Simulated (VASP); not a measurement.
# SrCl2 (Fm-3m) in VASP: G0W0 quasiparticle levels with PBE

Aim: the G0W0 quasiparticle levels of SrCl2 with PBE.

Everything below comes from runs of VASP 6.6.1. Logs are shortened: lines on timing, memory, paths and dates and some standing lists are left out, and cuts for length are marked.

### 1 The cell of the first run

The structure is cubic, space group Fm-3m (No. 225). The conventional cell has a = 6.995 Å, b = 6.995 Å, c = 6.995 Å, α = 90.00°, β = 90.00°, γ = 90.00°. Within 4.0 Å of Sr (site symmetry m-3m) lie 8 Cl at 3.03 Å. Within 4.0 Å of Cl (site symmetry -43m) lie 4 Sr at 3.03 Å and 6 Cl at 3.50 Å.

### 2 G0W0 quasiparticle levels, PBE

The input, POSCAR:

```
SrCl2
1.0
    0.0000000000      3.4976593332      3.4976593332
    3.4976593332      0.0000000000      3.4976593332
    3.4976593332      3.4976593332      0.0000000000
Sr Cl
1 2
Direct
    0.0000000000      0.0000000000      0.0000000000
    0.7500000000      0.7500000000      0.7500000000
    0.2500000000      0.2500000000      0.2500000000
```

The input, INCAR.step1:

```
SYSTEM = SrCl2
PREC     = Accurate       ! precision mode
ENCUT    = 500            ! plane-wave cutoff, eV
EDIFF    = 1E-8           ! SCF threshold, eV
ISMEAR   = 0              ! smearing method
SIGMA    = 0.01           ! smearing width, eV
LREAL    = .False.        ! projectors in reciprocal space
LASPH    = .True.         ! aspherical terms in the spheres
NELM     = 100            ! most SCF steps
ALGO     = Normal         ! electronic algorithm
LWAVE    = .True.         ! write WAVECAR
LCHARG   = .False.        ! write CHGCAR
GGA      = PE             ! functional
```

The input, INCAR.step2:

```
SYSTEM = SrCl2
PREC     = Accurate       ! precision mode
ENCUT    = 500            ! plane-wave cutoff, eV
EDIFF    = 1E-8           ! SCF threshold, eV
ISMEAR   = 0              ! smearing method
SIGMA    = 0.01           ! smearing width, eV
LREAL    = .False.        ! projectors in reciprocal space
LASPH    = .True.         ! aspherical terms in the spheres
NELM     = 1              ! most SCF steps
ALGO     = Exact          ! electronic algorithm
LWAVE    = .True.         ! write WAVECAR
LCHARG   = .False.        ! write CHGCAR
GGA      = PE             ! functional
NBANDS   = 151            ! bands
LOPTICS  = .True.         ! frequency-dependent dielectric function
ISTART   = 1
```

The input, INCAR.step3:

```
SYSTEM = SrCl2
PREC     = Accurate       ! precision mode
ENCUT    = 500            ! plane-wave cutoff, eV
EDIFF    = 1E-8           ! SCF threshold, eV
ISMEAR   = 0              ! smearing method
SIGMA    = 0.01           ! smearing width, eV
LREAL    = .False.        ! projectors in reciprocal space
LASPH    = .True.         ! aspherical terms in the spheres
ALGO     = EVGW0          ! electronic algorithm
LWAVE    = .False.        ! write WAVECAR
LCHARG   = .False.        ! write CHGCAR
GGA      = PE             ! functional
NELMGW   = 1            
NBANDS   = 151            ! bands
ENCUTGW  = 80.0           ! cutoff of the response function
NOMEGA   = 48             ! frequency points
PRECFOCK = Fast         
ISTART   = 1            
NBANDSGW = 20
```

The input, KPOINTS:

```
regular mesh
0
Gamma
  6 6 6
  0 0 0
```

Potentials or basis: VASP PAW PBE potentials, release 64 (Sr_sv_GW, Cl_GW).

On the command line:

```
$ cat potpaw_PBE.64/Sr_sv_GW/POTCAR potpaw_PBE.64/Cl_GW/POTCAR > POTCAR
$ cp INCAR.step1 INCAR
$ mpirun -np 1 vasp_std > vasp.out
$ cp INCAR.step2 INCAR
$ mpirun -np 1 vasp_std > vasp.out
$ cp INCAR.step3 INCAR
$ mpirun -np 1 vasp_std > vasp.out
```

OUTCAR:

```text
SYSTEM = SrCl2
   PREC = Accurate
   ENCUT = 500
   EDIFF = 1E-8
   ISMEAR = 0
   LREAL = .False.
   LASPH = .True.
   GGA = PE
   NELMGW = 1
   ENCUTGW = 80.0
   PRECFOCK = Fast
   ISTART = 1

 ion  position               nearest neighbor table
   1  0.000  0.000  0.000-
   2  0.750  0.750  0.750-
   3  0.250  0.250  0.250-

  LATTYP: Found a face centered cubic cell.
 ALAT       =     6.9953186664

  Lattice vectors:

 A1 = (   0.0000000000,   3.4976593332,   3.4976593332)
 A2 = (   3.4976593332,   0.0000000000,   3.4976593332)
 A3 = (   3.4976593332,   3.4976593332,   0.0000000000)

Analysis of symmetry for initial positions (statically):
=====================================================================
 Subroutine PRICEL returns:
 Original cell was already a primitive cell.

 Routine SETGRP: Setting up the symmetry group for a
 face centered cubic supercell.

 Subroutine GETGRP returns: Found 48 space group operations
 (whereof 48 operations were pure point group operations)
 out of a pool of 48 trial point group operations.

The static configuration has the point symmetry O_h .

Analysis of symmetry for dynamics (positions and initial velocities):
=====================================================================
 Subroutine PRICEL returns:
 Original cell was already a primitive cell.

 Routine SETGRP: Setting up the symmetry group for a
 face centered cubic supercell.

 Subroutine GETGRP returns: Found 48 space group operations
 (whereof 48 operations were pure point group operations)
 out of a pool of 48 trial point group operations.

The dynamic configuration has the point symmetry O_h .

 Subroutine INISYM returns: Found 48 space group operations
 (whereof 48 operations are pure point group operations),
 and found     1 'primitive' translations

----------------------------------------------------------------------------------------

                                     Primitive cell

  volume of cell :      85.5781

  direct lattice vectors                    reciprocal lattice vectors
     0.000000000  3.497659333  3.497659333    -0.142952744  0.142952744  0.142952744
     3.497659333  0.000000000  3.497659333     0.142952744 -0.142952744  0.142952744
[... 36 lines left out ...]

 Subroutine IBZKPT returns following result:
 ===========================================

 Found     16 irreducible k-points:

 Following reciprocal coordinates:
            Coordinates               Weight
  0.000000  0.000000  0.000000      1.000000
  0.166667  0.000000  0.000000      8.000000
  0.333333  0.000000  0.000000      8.000000
  0.500000  0.000000  0.000000      4.000000
  0.166667  0.166667  0.000000      6.000000
  0.333333  0.166667  0.000000     24.000000
[... 8 lines left out ...]
 -0.333333  0.333333  0.166667     24.000000
 -0.333333  0.500000  0.166667     12.000000
   k-points           NKPTS =     16   k-points in BZ     NKDIM =    216   number of bands    NBANDS=    151
   number of dos      NEDOS =    301   number of ions     NIONS =      3
   total plane-waves  NPLWV =  46656
   dimension x,y,z NGX =    36 NGY =   36 NGZ =   36
   dimension x,y,z NGXF=    72 NGYF=   72 NGZF=   72
   ions per type =               1   2
   NGX,Y,Z   is equivalent  to a cutoff of  12.10, 12.10, 12.10 a.u.
   NGXF,Y,Z  is equivalent  to a cutoff of  24.20, 24.20, 24.20 a.u.
 SYSTEM =  SrCl2
   PREC   = accura    normal or accurate (medium, high low for compatibility)
   ISTART =      1    job   : 0-new  1-cont  2-samecut
   ICHARG =      0    charge: 1-file 2-atom 10-const
   ISPIN  =      1    spin polarized calculation?
   LNONCOLLINEAR =      F non collinear calculations
   LSORBIT =      F    spin-orbit coupling
   LASPH  =      T    aspherical Exc in radial PAW
   ENCUT  =  500.0 eV  36.75 Ry    6.06 a.u.   9.02  9.02  9.02*2*pi/ulx,y,z
   NELM   =     60;   NELMIN=  2; NELMDL=  0     # of ELM steps
   EDIFF  = 0.1E-07   stopping-criterion for ELM
   LREAL  =      F    real-space projection
   EDIFFG = 0.1E-06   stopping-criterion for IOM
   NSW    =      0    number of steps for IOM
   IBRION =     -1    ionic relax: 0-MD 1-quasi-New 2-CG
   NFREE  =      0    steps in history (QN), initial steepest desc. (CG)
   ISIF   =      0    stress and relaxation
   ISYM   =      3    0-nonsym 1-usesym 2-fastsym
   POTIM  = 0.5000    time-step for ionic-motion
   TEBEG  =    0.0;   TEEND  =   0.0 temperature during run
   PSTRESS=    0.0 pullay stress
   NELECT =      24.0000    total number of electrons
   NUPDOWN=      -1.0000    fix difference up-down
   EMIN   =  10.00;   EMAX   =-10.00  energy-range for DOS
   EFERMI =   0.00;   METHOD = LEGACY
   ISMEAR =     0;   SIGMA  =   0.01  broadening in eV -4-tet -1-fermi 0-gaus
   EFERMI_NEDOS =   21; number of points for ismear=-14 and -15
   IALGO  =     38    algorithm
   IMIX   =      4    mixing-type and parameters
     AMIX     =   0.40;   BMIX     =  1.00
     AMIX_MAG =   1.60;   BMIX_MAG =  1.00
  volume/ion in A,a.u.               =      28.53       192.50
  Fermi-wavevector in a.u.,A,eV,Ry     =   1.071580  2.024992 15.623334  1.148283
  Thomas-Fermi vector in A             =   2.207324
   LORBIT       =      0    0 simple, 1 ext, 2 COOP (PROOUT), +10 PAW based schemes
   GGA     = PE    functional components
   LHFCALC =     T    Hartree Fock is set to
   PRECFOCK=fast      Normal, Fast or Accurate (Low or Medium for compatibility)
   ENCUT4O =  -1.0   cutoff for four orbital integrals eV
   NKREDX  =     1    reduce k-point grid by
   NKREDY  =     1    reduce k-point grid by
   NKREDZ  =     1    reduce k-point grid by
   AEXX    =    1.0000 exact exchange contribution
   HFSCREEN=    0.0000 screening length (either q_TF or 0.3 A-1)
   HFSCREENC=   0.0000 screening length for correlation (either q_TF or 0.3 A-1)
   ENCUTFOCK=  -1.0 apply spherical cutoff to Coloumb kernel
   IVDW    =     0    specifies the selected vdW correction
   LEPSILON=     F    determine dielectric tensor
   LRPA    =     F    only Hartree local field effects (RPA)
   LRPAFORCE           =     F    calculate RPA forces
   ENCUTGW             =  80.0    cutoff for response function in eV
   ENCUTGWSOFT         =  64.0    soft cutoff for Coulomb kernel in GW response function in eV
   ENCUTLF             =  -1.0    cutoff for local field effects
   NELMGW              =     1    number of iterations in solving QP/BSE equation
   NELMHF              =     1    number of iterations in the inner HF iteration
   NKREDLFX            =     1    NKREDLFY  =   1   NKREDLFZ  =   1
 non-spin polarized calculation
 Gauss-broadening in eV      SIGMA  =   0.01
  energy-cutoff  :      500.00
  volume of cell :       85.58
 maximum number of plane-waves:      2200
  NGX = 20; NGY = 20; NGZ = 20
   NGX = 17   NGY = 17   NGZ = 17
 maximum number of plane-waves:       150
 NGX is ok and might be reduce to    18

 QP shifts <psi_nk| G(iteration)W_0 |psi_nk>: iteration 1
 for sc-GW calculations column KS-energies equals QP-energies in previous step
 and V_xc(KS)=  KS-energies - (<T + V_ion + V_H > + <T+V_H+V_ion>^1  + <V_x>^1)

 k-point   1 :       0.0000    0.0000    0.0000
  band No.  KS-energies  QP-energies   sigma(KS)   V_xc(KS)     V^pw_x(r,r')   Z            occupation Imag(sigma)

      1     -32.3204     -33.8832     -19.9312     -17.4685     -28.9576       0.6346       2.0000       0.8394
      2     -14.3051     -16.6844     -19.5081     -16.5458     -23.0134       0.8032       2.0000       0.2151
      3     -14.3051     -16.6844     -19.5081     -16.5458     -23.0134       0.8032       2.0000       0.2151
      4     -14.3051     -16.6844     -19.5081     -16.5458     -23.0134       0.8032       2.0000       0.2151
      5     -12.7401     -13.7336     -16.4130     -14.9502     -24.2463       0.6791       2.0000       1.3492
      6     -11.9084     -12.8529     -17.0626     -15.6825     -24.6892       0.6844       2.0000       1.1645
[... 359 lines left out ...]
      6     -12.0440     -13.1454     -17.3864     -15.8210     -24.4354       0.7036       2.0000       1.0772
[... 12 lines left out ...]
     19      10.4707      11.7098      -8.3171      -9.8240      -4.6203       0.8223       0.0000      -0.1578
     20      11.2855      12.4509      -7.4303      -8.8547      -3.6559       0.8182       0.0000      -0.1939
```

OUTCAR.step1:

```text
SYSTEM = SrCl2
   PREC = Accurate
   ENCUT = 500
   EDIFF = 1E-8
   ISMEAR = 0
   LREAL = .False.
[... 517 lines left out ...]
      0.00000      0.00000      0.00000         0.000000      0.000000      0.000000
      5.24649      5.24649      5.24649        -0.000000     -0.000000     -0.000000
      1.74883      1.74883      1.74883         0.000000      0.000000      0.000000
 -----------------------------------------------------------------------------------
    total drift:                                0.000000      0.000000      0.000000

  FREE ENERGIE OF THE ION-ELECTRON SYSTEM (eV)
  ---------------------------------------------------
  free  energy   TOTEN  =       -17.5202094044 eV

  energy  without entropy=      -17.5202094044  energy(sigma->0) =      -17.52020940
```

OUTCAR.step2:

```text
SYSTEM = SrCl2
   PREC = Accurate
   ENCUT = 500
   EDIFF = 1E-8
   ISMEAR = 0
[... 981 lines left out ...]
     0.00000     3.19930     3.19930     3.19930    -0.00000     0.00000     0.00000
     1.30477     3.24393     3.24393     3.24393    -0.00000     0.00000     0.00000
     2.60954     3.39508     3.39508     3.39508    -0.00000     0.00000     0.00000
     3.91431     3.72046     3.72046     3.72046    -0.00000     0.00000     0.00000
     5.21908     4.50218     4.50218     4.50218    -0.00000     0.00000     0.00000
     6.52385     5.93908     5.93908     5.93908    -0.00000    -0.00000     0.00000
[... 92 lines left out ...]
   127.86750     0.97805     0.97805     0.97805    -0.00000    -0.00000     0.00000
   129.17227     0.97851     0.97851     0.97851    -0.00000    -0.00000     0.00000
```

Wall time 85 min (1 thread of Intel Xeon 8259CL, shared host); peak memory 1.7 GiB.

What came out:

```yaml
Quasiparticle_gap: 7.28 eV
Least_direct_quasiparticle_gap: 7.67 eV
Band_gap_of_the_starting_levels_on_the_mesh: 5.31 eV
Least_direct_gap_of_the_starting_levels_on_the_mesh: 5.51 eV
```

Caveat: bands, screening cutoff and mesh are small and nothing is extrapolated, so the quasiparticle values aren't converged.
